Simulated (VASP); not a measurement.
## SnO2: single point with PBE

The system is SnO2.

```
CELL_PARAMETERS angstrom
4.92041 0.00000 0.00000
0.00000 4.92041 0.00000
0.00000 0.00000 3.30918
ATOMIC_POSITIONS crystal
Sn 0.00000 0.00000 0.00000
Sn 0.50000 0.50000 0.50000
O 0.30710 0.30710 0.00000
O 0.19290 0.80710 0.50000
O 0.69290 0.69290 0.00000
O 0.80710 0.19290 0.50000
```

| Property | Result |
| --- | --- |
| Program | VASP 6.6.1 |
| Task | single point |
| Functional | PBE |
| Potentials or basis | VASP PAW PBE potentials, release 64 (Sn_d, O) |
| Cutoff | 520 eV |
| k mesh | 6 × 6 × 8 |
| Occupations | gaussian, width 0.05 eV |
| Spin | no spin polarisation |

```json
{
 "Pressure": "-8.8 GPa",
 "Largest force": "0.115 eV/Å",
 "Band gap on the k mesh": "0.06 eV"
}
```

Forces on the atoms (eV/Å):
```
Sn   0.000  0.000  0.000
Sn   0.000  0.000  0.000
O    0.081  0.081  0.000
O   -0.081  0.081  0.000
O   -0.081 -0.081  0.000
O    0.081 -0.081  0.000
```

Stress tensor (GPa, compression positive):
```
 -7.81   0.00   0.00
  0.00  -7.81   0.00
  0.00   0.00 -10.90
```

Levels at points of the mesh, in eV from the valence-band top:
```tsv
k point	band 23	band 24	band 25	band 26	band 27	band 28	band 29	band 30
(0.00, 0.00, 0.00)	-1.28	-0.69	-0.69	0.00	0.06	5.10	5.73	5.73
(0.50, 0.00, 0.00)	-1.22	-1.22	-0.57	-0.57	3.29	3.29	6.44	6.44
(0.50, 0.50, 0.00)	-1.34	-1.34	-0.79	-0.79	3.65	3.65	6.72	6.72
(0.00, 0.00, 0.50)	-1.38	-1.38	-1.10	-1.10	4.94	4.94	8.93	8.93
(0.50, 0.00, 0.50)	-0.92	-0.92	-0.77	-0.77	5.18	5.18	7.13	7.13
(0.50, 0.50, 0.50)	-0.86	-0.86	-0.71	-0.71	3.81	3.81	8.27	8.27
```

It took 2.9 min on 1 thread of Intel Xeon 8259CL (shared host), peak memory 0.26 GiB.

Caveat: the cell stands under tension; spin-orbit coupling is left out, which moves the levels of the heavy elements.
